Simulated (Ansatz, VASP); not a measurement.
Two plane-wave programs on HfO2

Contents of INCAR:

```
  PREC = Accurate
  ENCUT = 520
  EDIFF = 1E-6
  ISMEAR = 0
  SIGMA = 0.05
  LREAL = False
  LASPH = True
  NELM = 60
  ALGO = Normal
  ISIF = 2
  LWAVE = False
  LCHARG = False
  GGA = PE
  NBANDS = 18
```

KPOINTS

```
Automatic mesh
0
Gamma
  8 8 8
```

The input POSCAR:

```
HfO2
1.0
    0.0699444991      2.6288895880      2.6288895880
    2.6288895880      0.0699444991      2.6288895880
    2.6288895880      2.6288895880      0.0699444991
Hf O
1 2
Direct
    0.0000000000      0.0000000000      0.0000000000
    0.2500000000      0.2500000000      0.2500000000
    0.7500000000      0.7500000000      0.7500000000
```

Input for Ansatz:

```yaml
crystal:
  lattice:
    - [0.0699444991, 2.628889588, 2.628889588]
    - [2.628889588, 0.0699444991, 2.628889588]
    - [2.628889588, 2.628889588, 0.0699444991]
  atoms:
    - { symbol: Hf, position: [0.0, 0.0, 0.0] }
    - { symbol: O, position: [0.25, 0.25, 0.25] }
    - { symbol: O, position: [0.75, 0.75, 0.75] }
basis:
  ecutwfc: 520.0
kpoints:
  mp_grid: { grid: [8, 8, 8] }
hamiltonian:
  xc: pbe
  pseudopotentials: { kind: paw, azcp: { folder: soft_1 } }
scf:
  occupations: { method: gaussian, width: 0.05 }
output:
  forces: true
  stress: true
  eigenvalues: true
```

Alike in both runs: task single point; functional PBE; k mesh 8 × 8 × 8; occupations gaussian, width 0.05 eV; no spin polarisation.

```csv
,VASP,Ansatz
version,VASP 6.6.1,Ansatz 0.2.0
potentials or method,"VASP PAW PBE potentials, release 64 (Hf_pv, O), cutoff 520 eV","scalar-relativistic, plane waves, PAW"
valence electrons in the cell,22,38
```

|  | VASP | Ansatz | Ansatz less VASP |
| --- | --- | --- | --- |
| gap on the k mesh at the Fermi level (eV) | 3.63 | 3.63 | +0.003 |
| least direct gap on the mesh (eV) | 3.63 | 3.63 | +0.003 |
| pressure (GPa) | -14.2 | -11.1 | +3.16 |
| traceless stress, the component that is largest in VASP (GPa) | -1.33 | -1.44 | -0.115 |
| rms of the force components (eV/Å) | 0.058 | 0.071 | +0.0128 |

Atom by atom the forces differ by 0.013 eV/Å (rms over components). VASP's potentials hold 22 valence electrons a cell and Ansatz's 38, so a difference there can come from the potentials and not from the codes.

Neither program's run includes spin-orbit coupling.
